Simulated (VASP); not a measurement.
Crystal: BAs.

```
CELL_PARAMETERS angstrom
0.00000 2.39187 2.39187
2.39187 0.00000 2.39187
2.39187 2.39187 0.00000
ATOMIC_POSITIONS crystal
B 0.00000 0.00000 0.00000
As 0.25000 0.25000 0.25000
```

Base run:

```yaml
Program: VASP 6.6.1
Functional: LDA
Potentials_or_basis: VASP PAW LDA potentials, release 64 (B, As)
Cutoff: 500 eV
k_mesh: 6 × 6 × 6
Occupations: gaussian, width 0.01 eV
Spin: no spin polarisation
```

Its results: band gap on the k mesh 1.22 eV, indirect (least direct gap 3.24 eV); pressure -3.6 GPa.

Question: The run is repeated on the same cell with these changes: k mesh from 6 × 6 × 6 to 4 × 4 × 4. What comes out?

Answer: Band gap on the k mesh 1.32 eV, indirect (least direct gap 3.23 eV); pressure -3.1 GPa.

Caveats: some runs use coarse meshes.

A k mesh can miss the band edges.
